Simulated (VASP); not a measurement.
# MoSe (P6_3/mmc) in VASP: a series of runs, part 2 of 2

VASP 6.6.1. Earlier steps stand in the parts before.

## Step 5: Single point, revPBE, collinear spin

This run uses another cell than the first one, of 18.31 Å³/atom.

INCAR

```
PREC = Accurate
ENCUT = 520
EDIFF = 1E-6
ISMEAR = -4
SIGMA = 0.1
LREAL = F
LASPH = T
NELM = 150
ALGO = Normal
ISIF = 2
LWAVE = F
LCHARG = F
ISPIN = 2
MAGMOM = 3 3 0 0
LORBIT = 11
LMAXMIX = 4
GGA = RE
NBANDS = 32
```

KPOINTS

```
regular mesh
0
Gamma
  10 10 6
```

POSCAR

```
MoSe
1.0
    4.0730809121      0.0000000000      0.0000000000
   -2.0365404561      3.5273915416      0.0000000000
    0.0000000000      0.0000000000      5.0985318699
Mo Se
2 2
Direct
    0.0000000000      0.0000000000      0.0000000000
    0.0000000000      0.0000000000      0.5000000000
    0.3333333333      0.6666666667      0.2500000000
    0.6666666667      0.3333333333      0.7500000000
```

Potentials or basis: VASP PAW PBE potentials, release 64 (Mo_sv, Se).

Launch:

```console
cat potpaw_PBE.64/Mo_sv/POTCAR potpaw_PBE.64/Se/POTCAR > POTCAR
mpirun -np 1 vasp_std > vasp.out
```

OUTCAR:

```text
PREC = Accurate
   ENCUT = 520
   EDIFF = 1E-6
   ISMEAR = -4
   LREAL = F
   LASPH = T
   NELM = 150
   ISIF = 2
   ISPIN = 2
   LORBIT = 11
   GGA = RE

 ion  position               nearest neighbor table
   1  0.000  0.000  0.000-   2 2.55   2 2.55   4 2.67   3 2.67   4 2.67   3 2.67   4 2.67   3 2.67

   2  0.000  0.000  0.500-   1 2.55   1 2.55   4 2.67   3 2.67   4 2.67   3 2.67   4 2.67   3 2.67

   3  0.333  0.667  0.250-   1 2.67   2 2.67   1 2.67   2 2.67   1 2.67   2 2.67
   4  0.667  0.333  0.750-   1 2.67   2 2.67   1 2.67   2 2.67   1 2.67   2 2.67

  LATTYP: Found a hexagonal cell.
 ALAT       =     4.0730809121
 C/A-ratio  =     1.2517629725

  Lattice vectors:

 A1 = (   4.0730809121,   0.0000000000,   0.0000000000)
 A2 = (  -2.0365404561,   3.5273915416,   0.0000000000)
 A3 = (   0.0000000000,   0.0000000000,   5.0985318699)

Analysis of symmetry for initial positions (statically):
=====================================================================
 Subroutine PRICEL returns:
 Original cell was already a primitive cell.

 Routine SETGRP: Setting up the symmetry group for a
 hexagonal supercell.

 Subroutine GETGRP returns: Found 24 space group operations
 (whereof 12 operations were pure point group operations)
 out of a pool of 24 trial point group operations.

The static configuration has the point symmetry D_3d.
 The point group associated with its full space group is D_6h.

Analysis of symmetry for dynamics (positions and initial velocities):
=====================================================================
 Subroutine PRICEL returns:
 Original cell was already a primitive cell.

 Routine SETGRP: Setting up the symmetry group for a
 hexagonal supercell.

 Subroutine GETGRP returns: Found 24 space group operations
 (whereof 12 operations were pure point group operations)
 out of a pool of 24 trial point group operations.

The dynamic configuration has the point symmetry D_3d.
 The point group associated with its full space group is D_6h.

Analysis of structural, dynamic, and magnetic symmetry:
=====================================================================
 Subroutine PRICEL returns:
 Original cell was already a primitive cell.

 Routine SETGRP: Setting up the symmetry group for a
 hexagonal supercell.

 Subroutine GETGRP returns: Found 24 space group operations
 (whereof 12 operations were pure point group operations)
 out of a pool of 24 trial point group operations.

The overall configuration has the point symmetry D_3d.
 The point group associated with its full space group is D_6h.

 Subroutine INISYM returns: Found 24 space group operations
 (whereof 12 operations are pure point group operations),
 and found     1 'primitive' translations

----------------------------------------------------------------------------------------

                                     Primitive cell

  volume of cell :      73.2524

  direct lattice vectors                    reciprocal lattice vectors
     4.073080912  0.000000000  0.000000000     0.245514396  0.141747803  0.000000000
    -2.036540456  3.527391542  0.000000000     0.000000000  0.283495605  0.000000000
     0.000000000  0.000000000  5.098531870     0.000000000  0.000000000  0.196134892

[... 88 lines left out ...]
   NELM   =    150;   NELMIN=  2; NELMDL= -5     # of ELM steps
   EDIFF  = 0.1E-05   stopping-criterion for ELM
   LREAL  =      F    real-space projection
   EDIFFG = 0.1E-04   stopping-criterion for IOM
   NSW    =      0    number of steps for IOM
   IBRION =     -1    ionic relax: 0-MD 1-quasi-New 2-CG
   NFREE  =      0    steps in history (QN), initial steepest desc. (CG)
   ISIF   =      2    stress and relaxation
   ISYM   =      2    0-nonsym 1-usesym 2-fastsym
   POTIM  = 0.5000    time-step for ionic-motion
   TEBEG  =    0.0;   TEEND  =   0.0 temperature during run
   PSTRESS=    0.0 pullay stress
   NELECT =      40.0000    total number of electrons
   NUPDOWN=      -1.0000    fix difference up-down
   EMIN   =  10.00;   EMAX   =-10.00  energy-range for DOS
   EFERMI =   0.00;   METHOD = LEGACY
   ISMEAR =    -4;   SIGMA  =   0.10  broadening in eV -4-tet -1-fermi 0-gaus
   EFERMI_NEDOS =   21; number of points for ismear=-14 and -15
   IALGO  =     38    algorithm
   IMIX   =      4    mixing-type and parameters
     AMIX     =   0.40;   BMIX     =  1.00
     AMIX_MAG =   1.60;   BMIX_MAG =  1.00
  volume/ion in A,a.u.               =      18.31       123.58
  Fermi-wavevector in a.u.,A,eV,Ry     =   1.338097  2.528636 24.361275  1.790503
  Thomas-Fermi vector in A             =   2.466594
   LORBIT       =     11    0 simple, 1 ext, 2 COOP (PROOUT), +10 PAW based schemes
   GGA     = RE    functional components
   LHFCALC =     F    Hartree Fock is set to
   AEXX    =    0.0000 exact exchange contribution
   IVDW    =     0    specifies the selected vdW correction
   LEPSILON=     F    determine dielectric tensor
   LRPA    =     F    only Hartree local field effects (RPA)
 spin polarized calculation
 Fermi weights with tetrahedron method witout Bloechl corrections
  energy-cutoff  :      520.00
  volume of cell :       73.25
 maximum number of plane-waves:      1998
   NGX = 15   NGY = 15   NGZ = 19

 number of electron      40.0000002 magnetization       0.0020169

 Free energy of the ion-electron system (eV)
  ---------------------------------------------------
  ext. energy  EPLUGINS =         0.00000000
  ---------------------------------------------------
  free energy    TOTEN  =       -26.82706736 eV

  energy without entropy =      -26.82706736  energy(sigma->0) =      -26.82706736

 E-fermi :   9.0569     XC(G=0): -11.4709

 val. band max:        9.1061481791   @ k =   0.3000   0.2000   0.3333
 cond. band min:       8.7798026961   @ k =   0.1000   0.1000   0.5000
 fundamental gap:     -0.3263454830
 Fermi energy:         9.0568635671

 spin component 1

 k-point     1 :       0.0000    0.0000    0.0000
  band No.  band energies     occupation
      1     -52.2312      1.00000
      2     -51.9888      1.00000
      3     -27.2275      1.00000
      4     -26.3151      1.00000
      5     -26.3151      1.00000
      6     -26.0959      1.00000
[... 829 lines left out ...]
     31      17.8927      0.00000
     32      18.7672      0.00000

 [... further k-points ...]

 spin component 2

 k-point     1 :       0.0000    0.0000    0.0000
  band No.  band energies     occupation
      1     -52.2306      1.00000
      2     -51.9882      1.00000
      3     -27.2271      1.00000
      4     -26.3143      1.00000
      5     -26.3143      1.00000
      6     -26.0952      1.00000
[... 829 lines left out ...]
     31      17.8929      0.00000
     32      18.7675      0.00000

 [... further k-points ...]

------------------------ aborting loop because EDIFF is reached ----------------------------------------

  FORCE on cell =-STRESS in cart. coord.  units (eV):
  Direction    XX          YY          ZZ          XY          YZ          ZX
  --------------------------------------------------------------------------------------
  -------------------------------------------------------------------------------------
  Total        0.7872591      0.7872591      1.5462926     -0.0000000     -0.0000000     -0.0000000
  in kB       17.2189404     17.2189404     33.8205304     -0.0000000     -0.0000000     -0.0000000
  external PRESSURE =      22.7528037 kB  Pullay stress =       0.0000000 kB

 VOLUME and BASIS-vectors are now :
 -----------------------------------------------------------------------------
  energy-cutoff  :      520.00
  volume of cell :       73.25
      direct lattice vectors                 reciprocal lattice vectors
     4.073080912  0.000000000  0.000000000     0.245514396  0.141747803  0.000000000
    -2.036540456  3.527391542  0.000000000     0.000000000  0.283495605  0.000000000
     0.000000000  0.000000000  5.098531870     0.000000000  0.000000000  0.196134892

 POSITION                                       TOTAL-FORCE (eV/Angst)
 -----------------------------------------------------------------------------------
      0.00000      0.00000      0.00000        -0.000000     -0.000000     -0.000000
      0.00000      0.00000      2.54927        -0.000000     -0.000000     -0.000000
     -0.00000      2.35159      1.27463         0.000000     -0.000000     -0.000000
      2.03654      1.17580      3.82390        -0.000000      0.000000      0.000000
 -----------------------------------------------------------------------------------
    total drift:                                0.000000      0.000000     -0.000000

  FREE ENERGIE OF THE ION-ELECTRON SYSTEM (eV)
  ---------------------------------------------------
  free  energy   TOTEN  =       -26.8270673639 eV

  energy  without entropy=      -26.8270673639  energy(sigma->0) =      -26.82706736

 total charge

# of ion       s       p       d       tot
------------------------------------------
    1        2.262   6.132   4.104  12.498
    2        2.262   6.132   4.104  12.498
    3        1.428   2.357   0.093   3.879
    4        1.428   2.357   0.093   3.879
--------------------------------------------------
tot          7.380  16.978   8.394  32.753

 magnetization (x)

# of ion       s       p       d       tot
------------------------------------------
    1        0.000   0.000   0.001   0.001
    2        0.000   0.000   0.001   0.001
    3       -0.000  -0.000   0.000  -0.000
    4       -0.000  -0.000   0.000  -0.000
--------------------------------------------------
tot          0.000  -0.000   0.001   0.001
```

OSZICAR:

```text
N       E                     dE             d eps       ncg     rms          rms(c)
DAV:   1     0.352519230060E+03    0.35252E+03   -0.21670E+04  7344   0.121E+03
DAV:   2    -0.134793492828E+02   -0.36600E+03   -0.35359E+03  8272   0.352E+02
DAV:   3    -0.255894027445E+02   -0.12110E+02   -0.11888E+02  8744   0.603E+01
DAV:   4    -0.256945991679E+02   -0.10520E+00   -0.10514E+00  7656   0.583E+00
DAV:   5    -0.256953417655E+02   -0.74260E-03   -0.74250E-03  8816   0.491E-01    0.239E+01
DAV:   6    -0.264455654618E+02   -0.75022E+00   -0.27167E+00  7480   0.938E+00    0.998E+00
DAV:   7    -0.267689058077E+02   -0.32334E+00   -0.67378E-01  7608   0.515E+00    0.723E+00
DAV:   8    -0.268064125498E+02   -0.37507E-01   -0.65121E-02  8200   0.115E+00    0.244E+00
DAV:   9    -0.268233621258E+02   -0.16950E-01   -0.29378E-02  7760   0.913E-01    0.485E-01
DAV:  10    -0.268260159271E+02   -0.26538E-02   -0.66039E-03  8136   0.444E-01    0.229E-01
DAV:  11    -0.268267168519E+02   -0.70092E-03   -0.64890E-04  7952   0.136E-01    0.114E-01
DAV:  12    -0.268269886840E+02   -0.27183E-03   -0.20464E-04  7896   0.682E-02    0.415E-02
DAV:  13    -0.268270522200E+02   -0.63536E-04   -0.75601E-05  7984   0.437E-02    0.184E-02
DAV:  14    -0.268270631724E+02   -0.10952E-04   -0.11719E-05  7712   0.155E-02    0.905E-03
DAV:  15    -0.268270667620E+02   -0.35897E-05   -0.51498E-06  6816   0.109E-02    0.439E-03
DAV:  16    -0.268270673639E+02   -0.60192E-06   -0.11868E-06  5648   0.562E-03
   1 F= -.26827067E+02 E0= -.26827067E+02  d E =0.000000E+00  mag=     0.0007
```

It took 2 min on 1 thread of Intel Xeon 6975P-C (Granite Rapids), shared host; peak memory 0.34 GiB.

What came out:

```
Free energy                                           : -26.8271 eV
Pressure                                              : 2.3 GPa
Band gap on the k mesh                                : zero (filled and empty bands overlap)
Net moment                                            : 0.00 μB per cell
Valence electrons inside the program's atomic spheres : Mo 12.50; Se 3.88
```

Levels at points of the mesh, in eV from the Fermi level:
Spin up:
```
           k point  band 17  band 18  band 19  band 20  band 21  band 22  band 23  band 24
(0.00, 0.00, 0.00)    -2.48    -2.48    -1.09    -1.04    -1.04     2.06     2.06     2.21
(0.50, 0.00, 0.00)    -4.08    -1.80    -1.12     0.13     0.42     0.87     1.55     2.01
(0.00, 0.00, 0.50)    -1.35    -1.35    -1.35    -1.35    -0.67    -0.67     2.66     2.66
(0.50, 0.00, 0.50)    -1.10    -1.10    -0.47    -0.47    -0.35    -0.35     1.40     1.40
```
Spin down:
```csv
k point,band 18,band 19,band 20,band 21,band 22,band 23
"(0.00, 0.00, 0.00)",-2.48,-1.09,-1.04,-1.04,2.06,2.06
"(0.50, 0.00, 0.00)",-1.80,-1.12,0.14,0.42,0.87,1.55
"(0.00, 0.00, 0.50)",-1.35,-1.35,-1.35,-0.67,-0.67,2.66
"(0.50, 0.00, 0.50)",-1.10,-0.47,-0.47,-0.35,-0.35,1.40
```

Caveat: the PAW data sets were made with another functional, which shifts forces and pressure a little.

## Step 6: Single point, PBEsol, collinear spin

This run uses another cell than the first one, of 18.31 Å³/atom.

INCAR

```
SYSTEM = MoSe
PREC = Accurate ; ENCUT = 520
EDIFF = 1E-7 ; ISMEAR = 0
SIGMA = 0.05 ; LREAL = .False.
LASPH = .True. ; NELM = 150
ALGO = Normal ; ISIF = 2
LWAVE = .False. ; LCHARG = .True.
ISPIN = 2 ; MAGMOM = 0.05 0.05 0 0
LORBIT = 11 ; LMAXMIX = 4
GGA = PS ; LELF = .True.
LVHAR = .True. ; NBANDS = 32
```

KPOINTS

```
regular mesh
0
Gamma
  10 10 6
  0 0 0
```

POSCAR is that of step 5.

Potentials or basis: VASP PAW PBE potentials, release 64 (Mo_sv, Se).

Launch:

```console
cat potpaw_PBE.64/Mo_sv/POTCAR potpaw_PBE.64/Se/POTCAR > POTCAR
mpirun -np 1 vasp_std > vasp.out
```

Run time: 1.9 min. Hardware: 1 thread of Intel Xeon 6975P-C (Granite Rapids), shared host; peak memory 0.33 GiB.

It converged, with:

| Item | Value |
| --- | --- |
| Free energy | -31.0754 eV |
| Pressure | -5.5 GPa |
| Band gap on the k mesh | zero (filled and empty bands overlap) |
| Net moment | 0.00 μB per cell |
| Valence electrons inside the program's atomic spheres | Mo 12.50; Se 3.86 |

Stress tensor (GPa, compression positive):
```
-5.26  0.00  0.00
 0.00 -5.26  0.00
 0.00  0.00 -5.90
```

Levels at points of the mesh, in eV from the Fermi level:
Spin up:
```csv
k point,band 16,band 17,band 18,band 19,band 20,band 21,band 22,band 23,band 24,band 25
"(0.00, 0.00, 0.00)",-2.87,-2.45,-2.45,-1.05,-1.05,-1.05,2.09,2.09,2.09,2.83
"(0.50, 0.00, 0.00)",-4.28,-4.07,-1.79,-1.10,0.14,0.39,0.86,1.59,2.04,3.35
"(0.00, 0.00, 0.50)",-4.54,-1.34,-1.34,-1.34,-1.34,-0.66,-0.66,2.68,2.68,2.68
"(0.50, 0.00, 0.50)",-3.55,-1.08,-1.08,-0.45,-0.45,-0.32,-0.32,1.40,1.40,2.20
```
Spin down:
```csv
k point,band 18,band 19,band 20,band 21,band 22,band 23
"(0.00, 0.00, 0.00)",-2.45,-1.05,-1.05,-1.05,2.09,2.09
"(0.50, 0.00, 0.00)",-1.79,-1.10,0.14,0.39,0.86,1.59
"(0.00, 0.00, 0.50)",-1.34,-1.34,-1.34,-0.66,-0.66,2.68
"(0.50, 0.00, 0.50)",-1.08,-0.45,-0.45,-0.32,-0.32,1.40
```

Caveat: the cell stands under tension; the PAW data sets were made with another functional, which shifts forces and pressure a little.

## Step 7: The runs side by side

| level | cell | smearing | gap on the mesh (eV) | pressure (GPa) | moment (μB) |
| --- | --- | --- | --- | --- | --- |
| PBE | a = 4.040, b = 4.040, c = 5.080 Å, angles 90.0, 90.0, 120.0°, 4 atoms | gaussian 0.05 eV | none | 3.3 | 0.00 |
| PBE | a = 4.073, b = 4.073, c = 5.099 Å, angles 90.0, 90.0, 120.0°, 4 atoms | gaussian 0.05 eV | none | 0.3 | 0.00 |
| PBE | a = 4.073, b = 4.073, c = 5.099 Å, angles 90.0, 90.0, 120.0°, 4 atoms | tetrahedron | none | 0.1 | 0.00 |
| revPBE | a = 4.073, b = 4.073, c = 5.099 Å, angles 90.0, 90.0, 120.0°, 4 atoms | tetrahedron | none | 2.3 | 0.00 |
| PBEsol | a = 4.073, b = 4.073, c = 5.099 Å, angles 90.0, 90.0, 120.0°, 4 atoms | gaussian 0.05 eV | none | -5.5 | 0.00 |

Alike in all rows: task single point; potentials or basis VASP PAW PBE potentials, release 64 (Mo_sv, Se); spin collinear; k mesh 10 × 10 × 6; cutoff (eV) 520.

Caveats: the PAW data sets were made with another functional, which shifts forces and pressure a little (at least some runs); the cell stands under pressure (at least some runs); tetrahedron occupations give inexact forces and stress in metals (at least some runs); the cell stands under tension (at least some runs).

Absolute energies hang on the potentials; compare differences alone.
